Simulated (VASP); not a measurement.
# Ag (Fm-3m) in VASP: further runs, part 2 of 2

VASP 6.6.1. The steps go on from the part before.

## 5. Relaxation of cell and atoms, LDA

This run uses another cell than the first one, of 17.10 Å³/atom, 1.067 times its volume.

INCAR

```
SYSTEM = Ag
ALGO = Normal
EDIFF = 1E-7
EDIFFG = -0.03
ENCUT = 600
GGA = CA
IBRION = 2
ISIF = 3
ISMEAR = 1
LASPH = .TRUE.
LCHARG = .FALSE.
LREAL = .FALSE.
LWAVE = .FALSE.
NELM = 80
NSW = 50
PREC = Accurate
SIGMA = 0.1
```

KPOINTS

```
k-points
0
G
  6 6 6
  0 0 0
```

POSCAR

```
Ag
1.0
    4.0900000000      0.0000000000      0.0000000000
    0.0000000000      4.0900000000      0.0000000000
    0.0000000000      0.0000000000      4.0900000000
Ag
4
Direct
    0.0000000000      0.0000000000      0.0000000000
    0.0000000000      0.5000000000      0.5000000000
    0.5000000000      0.0000000000      0.5000000000
    0.5000000000      0.5000000000      0.0000000000
```

Potentials or basis: VASP PAW LDA potentials, release 64 (Ag).

Command:

```console
cat potpaw_LDA.64/Ag/POTCAR > POTCAR
mpirun -np 1 vasp_std > vasp.out
```

OUTCAR:

```text
SYSTEM = Ag
   EDIFF = 1E-7
   EDIFFG = -0.03
   ENCUT = 600
   GGA = CA
   IBRION = 2
   ISIF = 3
   ISMEAR = 1
   LASPH = .TRUE.
   LREAL = .FALSE.
   NELM = 80
   NSW = 50
   PREC = Accurate

 ion  position               nearest neighbor table
   1  0.000  0.000  0.000-   2 2.89   3 2.89   4 2.89   2 2.89   3 2.89   2 2.89   4 2.89   2 2.89
                             3 2.89   4 2.89   3 2.89   4 2.89
   2  0.000  0.500  0.500-   1 2.89   3 2.89   4 2.89   1 2.89   4 2.89   1 2.89   3 2.89   1 2.89
                             3 2.89   4 2.89   4 2.89   3 2.89
   3  0.500  0.000  0.500-   1 2.89   2 2.89   4 2.89   1 2.89   4 2.89   2 2.89   4 2.89   4 2.89
                             1 2.89   2 2.89   1 2.89   2 2.89
   4  0.500  0.500  0.000-   1 2.89   2 2.89   3 2.89   2 2.89   3 2.89   1 2.89   3 2.89   3 2.89
                             1 2.89   2 2.89   2 2.89   1 2.89

  LATTYP: Found a simple cubic cell.
 ALAT       =     4.0900000000

  Lattice vectors:

 A1 = (   4.0900000000,   0.0000000000,   0.0000000000)
 A2 = (   0.0000000000,   4.0900000000,   0.0000000000)
 A3 = (   0.0000000000,   0.0000000000,   4.0900000000)

Analysis of symmetry for initial positions (statically):
=====================================================================
 Subroutine PRICEL returns following result:

  LATTYP: Found a face centered cubic cell.
 ALAT       =     4.0900000000

  Lattice vectors:

 A1 = (   2.0450000000,  -2.0450000000,   0.0000000000)
 A2 = (   2.0450000000,   0.0000000000,   2.0450000000)
 A3 = (   0.0000000000,  -2.0450000000,   2.0450000000)

   4 primitive cells build up your supercell.

 Routine SETGRP: Setting up the symmetry group for a
 simple cubic supercell.

 Subroutine GETGRP returns: Found 48 space group operations
[... 5 lines left out ...]
Analysis of symmetry for dynamics (positions and initial velocities):
=====================================================================
 Subroutine PRICEL returns following result:

  LATTYP: Found a face centered cubic cell.
 ALAT       =     4.0900000000

  Lattice vectors:

 A1 = (   2.0450000000,  -2.0450000000,   0.0000000000)
 A2 = (   2.0450000000,   0.0000000000,   2.0450000000)
 A3 = (   0.0000000000,  -2.0450000000,   2.0450000000)

   4 primitive cells build up your supercell.

 Routine SETGRP: Setting up the symmetry group for a
 simple cubic supercell.

 Subroutine GETGRP returns: Found 48 space group operations
[... 5 lines left out ...]
 Subroutine INISYM returns: Found 48 space group operations
 (whereof 48 operations are pure point group operations),
 and found     4 'primitive' translations

----------------------------------------------------------------------------------------

                                     Primitive cell

  volume of cell :      17.1045

  direct lattice vectors                    reciprocal lattice vectors
     2.045000000 -2.045000000  0.000000000     0.244498778 -0.244498778 -0.244498778
     2.045000000  0.000000000  2.045000000     0.244498778  0.244498778  0.244498778
     0.000000000 -2.045000000  2.045000000    -0.244498778 -0.244498778  0.244498778

  length of vectors
     2.892066735  2.892066735  2.892066735     0.423484305  0.423484305  0.423484305

  position of ions in fractional coordinates (direct lattice)
     0.000000000  0.000000000  0.000000000

  ion indices of the primitive-cell ions
   primitive index   ion index
                 1           1

----------------------------------------------------------------------------------------

 KPOINTS: k-points

Automatic generation of k-mesh.
 Grid dimensions read from file:
 generate k-points for:    6    6    6

 Generating k-lattice:

  Cartesian coordinates                     Fractional coordinates (reciprocal lattice)
     0.040749796  0.000000000  0.000000000     0.166666667  0.000000000  0.000000000
     0.000000000  0.040749796  0.000000000     0.000000000  0.166666667  0.000000000
     0.000000000  0.000000000  0.040749796     0.000000000  0.000000000  0.166666667

  Length of vectors
     0.040749796  0.040749796  0.040749796

  Shift w.r.t. Gamma in fractional coordinates (k-lattice)
     0.000000000  0.000000000  0.000000000

 Subroutine IBZKPT returns following result:
 ===========================================

 Found     20 irreducible k-points:

 Following reciprocal coordinates:
            Coordinates               Weight
  0.000000  0.000000  0.000000      1.000000
  0.166667  0.000000  0.000000      6.000000
  0.333333  0.000000  0.000000      6.000000
  0.500000  0.000000  0.000000      3.000000
  0.166667  0.166667  0.000000     12.000000
  0.333333  0.166667  0.000000     24.000000
[... 12 lines left out ...]
  0.500000  0.500000  0.333333      6.000000
  0.500000  0.500000  0.500000      1.000000
   k-points           NKPTS =     20   k-points in BZ     NKDIM =     20   number of bands    NBANDS=     26
   number of dos      NEDOS =    301   number of ions     NIONS =      4
   total plane-waves  NPLWV =  46656
   dimension x,y,z NGX =    36 NGY =   36 NGZ =   36
   dimension x,y,z NGXF=    72 NGYF=   72 NGZF=   72
   ions per type =               4
   NGX,Y,Z   is equivalent  to a cutoff of  14.63, 14.63, 14.63 a.u.
   NGXF,Y,Z  is equivalent  to a cutoff of  29.27, 29.27, 29.27 a.u.
 SYSTEM =  Ag
   PREC   = accura    normal or accurate (medium, high low for compatibility)
   ISTART =      0    job   : 0-new  1-cont  2-samecut
   ICHARG =      2    charge: 1-file 2-atom 10-const
   ISPIN  =      1    spin polarized calculation?
   LNONCOLLINEAR =      F non collinear calculations
   LSORBIT =      F    spin-orbit coupling
   LASPH  =      T    aspherical Exc in radial PAW
   ENCUT  =  600.0 eV  44.10 Ry    6.64 a.u.   8.17  8.17  8.17*2*pi/ulx,y,z
   NELM   =     80;   NELMIN=  2; NELMDL= -5     # of ELM steps
   EDIFF  = 0.1E-06   stopping-criterion for ELM
   LREAL  =      F    real-space projection
   EDIFFG = -.3E-01   stopping-criterion for IOM
   NSW    =     50    number of steps for IOM
   IBRION =      2    ionic relax: 0-MD 1-quasi-New 2-CG
   NFREE  =      1    steps in history (QN), initial steepest desc. (CG)
   ISIF   =      3    stress and relaxation
   ISYM   =      2    0-nonsym 1-usesym 2-fastsym
   POTIM  = 0.5000    time-step for ionic-motion
   TEBEG  =    0.0;   TEEND  =   0.0 temperature during run
   PSTRESS=    0.0 pullay stress
   NELECT =      44.0000    total number of electrons
   NUPDOWN=      -1.0000    fix difference up-down
   EMIN   =  10.00;   EMAX   =-10.00  energy-range for DOS
   EFERMI =   0.00;   METHOD = LEGACY
   ISMEAR =     1;   SIGMA  =   0.10  broadening in eV -4-tet -1-fermi 0-gaus
   EFERMI_NEDOS =   21; number of points for ismear=-14 and -15
   IALGO  =     38    algorithm
   IMIX   =      4    mixing-type and parameters
     AMIX     =   0.40;   BMIX     =  1.00
     AMIX_MAG =   1.60;   BMIX_MAG =  1.00
  volume/ion in A,a.u.               =      17.10       115.43
  Fermi-wavevector in a.u.,A,eV,Ry     =   1.413088  2.670348 27.168338  1.996817
  Thomas-Fermi vector in A             =   2.534769
   LORBIT       =      0    0 simple, 1 ext, 2 COOP (PROOUT), +10 PAW based schemes
   GGA     = CA    functional components
   LHFCALC =     F    Hartree Fock is set to
   AEXX    =    0.0000 exact exchange contribution
   IVDW    =     0    specifies the selected vdW correction
   LEPSILON=     F    determine dielectric tensor
   LRPA    =     F    only Hartree local field effects (RPA)
 conjugate gradient relaxation of ions
 non-spin polarized calculation
 Methfessel and Paxton  Order N= 1 SIGMA  =   0.10
  energy-cutoff  :      600.00
  volume of cell :       68.42
 maximum number of plane-waves:      2301
 NGX is ok and might be reduce to    36
   NGX = 17   NGY = 17   NGZ = 17

--------------------------------------- Ionic step        1  -------------------------------------------

 number of electron      43.9999987 magnetization

 Free energy of the ion-electron system (eV)
  ---------------------------------------------------
  ext. energy  EPLUGINS =         0.00000000
  ---------------------------------------------------
  free energy    TOTEN  =       -14.99892974 eV

  energy without entropy =      -14.99425137  energy(sigma->0) =      -14.99737028

------------------------ aborting loop because EDIFF is reached ----------------------------------------

  FORCE on cell =-STRESS in cart. coord.  units (eV):
  Direction    XX          YY          ZZ          XY          YZ          ZX
  --------------------------------------------------------------------------------------
  -------------------------------------------------------------------------------------
  Total       -3.1175956     -3.1175956     -3.1175956      0.0000000     -0.0000000      0.0000000
  in kB      -73.0063178    -73.0063178    -73.0063178      0.0000000     -0.0000000      0.0000000
  external PRESSURE =     -73.0063178 kB  Pullay stress =       0.0000000 kB
[... 61 lines left out ...]
  energy  without entropy=      -15.0244097981  energy(sigma->0) =      -15.02563790

--------------------------------------- Ionic step        3  -------------------------------------------

 number of electron      44.0000014 magnetization

 Free energy of the ion-electron system (eV)
  ---------------------------------------------------
  ext. energy  EPLUGINS =         0.00000000
  ---------------------------------------------------
  free energy    TOTEN  =       -15.10255498 eV

  energy without entropy =      -15.09912054  energy(sigma->0) =      -15.10141017

 E-fermi :   9.0376     XC(G=0): -12.9418

 val. band max:        8.9999487983   @ k =   0.1667   0.0000   0.0000
 cond. band min:       9.0755676450   @ k =   0.3333   0.3333   0.1667
 fundamental gap:      0.0756188467
 Fermi energy:         9.0375792733

 k-point     1 :       0.0000    0.0000    0.0000
  band No.  band energies     occupation
      1       0.7417      2.00000
      2       2.1870      2.00000
      3       2.1870      2.00000
      4       2.1870      2.00000
      5       2.3469      2.00000
      6       2.3469      2.00000
[... 600 lines left out ...]
  FREE ENERGIE OF THE ION-ELECTRON SYSTEM (eV)
  ---------------------------------------------------
  free  energy   TOTEN  =       -15.1025549833 eV

  energy  without entropy=      -15.0991205374  energy(sigma->0) =      -15.10141017

 reached required accuracy - stopping structural energy minimisation
```

OSZICAR:

```text
N       E                     dE             d eps       ncg     rms          rms(c)
DAV:   1     0.317101396656E+03    0.31710E+03   -0.25010E+04  1040   0.187E+03
DAV:   2    -0.877607389136E+01   -0.32588E+03   -0.31673E+03  1112   0.392E+02
DAV:   3    -0.162026171600E+02   -0.74265E+01   -0.73218E+01  1132   0.638E+01
[... 23 lines left out ...]
DAV:   4    -0.151030459282E+02    0.10755E-01   -0.17108E-02  1044   0.969E-01    0.218E-01
DAV:   5    -0.151025833881E+02    0.46254E-03   -0.31423E-03  1062   0.485E-01    0.572E-02
DAV:   6    -0.151025550566E+02    0.28332E-04   -0.11299E-04  1044   0.899E-02    0.208E-02
DAV:   7    -0.151025549309E+02    0.12567E-06   -0.14787E-05  1048   0.303E-02    0.287E-03
DAV:   8    -0.151025549833E+02   -0.52373E-07   -0.15891E-07   642   0.303E-03
   3 F= -.15102555E+02 E0= -.15101410E+02  d E =-.103625E+00
```

CONTCAR:

```text
Ag
   1.00000000000000
     4.0043380156199628    0.0000000000000000    0.0000000000000000
     0.0000000000000000    4.0043380156199628    0.0000000000000000
     0.0000000000000000   -0.0000000000000000    4.0043380156199628
  Ag
     4
Direct
     0.0000000000000000    0.0000000000000000    0.0000000000000000
     0.0000000000000000    0.5000000000000000    0.5000000000000000
     0.5000000000000000    0.0000000000000000    0.5000000000000000
     0.5000000000000000    0.5000000000000000    0.0000000000000000

  0.00000000E+00  0.00000000E+00  0.00000000E+00
  0.00000000E+00  0.00000000E+00  0.00000000E+00
  0.00000000E+00  0.00000000E+00  0.00000000E+00
  0.00000000E+00  0.00000000E+00  0.00000000E+00
```

Wall time 80 s (1 thread of Intel Xeon Platinum 8259CL at 2.50GHz (Skylake/Cascade Lake), shared host); peak memory 0.19 GiB.

What came out:

| Quantity | Value |
| --- | --- |
| Free energy | -15.1026 eV |
| Relaxed volume | 16.05 Å³/atom |
| Relaxed cell | a = 4.004 Å, b = 4.004 Å, c = 4.004 Å, α = 90.00°, β = 90.00°, γ = 90.00° |
| Space group after relaxing (to 0.05 Å) | Fm-3m (No. 225) |
| Energy gained by relaxing | 25.9 meV/atom |
| Ionic steps | 3 |
| Pressure after relaxing | -0.1 GPa |
| Band gap on the k mesh | zero (band 22 reaches 10.51 eV, above the bottom of band 23 at 8.42 eV) |

Step by step:
```tsv
step	energy change (eV)	largest force (eV/Å)	pressure (GPa)	volume (Å³)
1	0.0000	0.0000	-7.30	68.42
2	-0.0273	0.0000	8.15	60.99
3	-0.1036	0.0000	-0.06	64.21
```

Final structure:
```
CELL_PARAMETERS angstrom
4.00434 0.00000 0.00000
0.00000 4.00434 0.00000
0.00000 0.00000 4.00434
ATOMIC_POSITIONS crystal
Ag 0.00000 0.00000 0.00000
Ag 0.00000 0.50000 0.50000
Ag 0.50000 0.00000 0.50000
Ag 0.50000 0.50000 0.00000
```

Levels at points of the mesh, in eV from the Fermi level:
```tsv
k point	band 18	band 19	band 20	band 21	band 22	band 23	band 24	band 25	band 26
(0.00, 0.00, 0.00)	-2.72	-2.72	-2.72	-2.72	1.47	1.47	1.47	7.19	7.19
(0.50, 0.00, 0.00)	-3.85	-3.43	-3.43	-2.72	-2.72	6.15	6.15	6.15	6.15
(0.50, 0.50, 0.00)	-3.84	-3.84	-3.84	-0.50	-0.50	-0.50	-0.50	9.70	9.70
(0.50, 0.50, 0.50)	-2.95	-2.95	-2.95	-0.62	-0.62	-0.62	-0.62	3.91	3.91
```

## 6. Summary

```tsv
task	cell	cutoff (eV)	gap on the mesh (eV)	pressure (GPa)
single point	a = 4.002 Å, 4 atoms	520	none	0.1
relaxation of cell and atoms	relaxed from a = 4.002 Å, 4 atoms	600	none	0.1
relaxation of cell and atoms	relaxed from a = 4.090 Å, 4 atoms	600	none	-0.1
```

Alike in all rows: level LDA; potentials or basis VASP PAW LDA potentials, release 64 (Ag); no spin polarisation; k mesh 6 × 6 × 6; smearing methfessel-paxton 0.1 eV.

Caveats: the relaxation stopped at its first step, so nothing moved (some runs).

Total energies depend on the potentials used, so only differences within one code and one set of settings carry meaning.
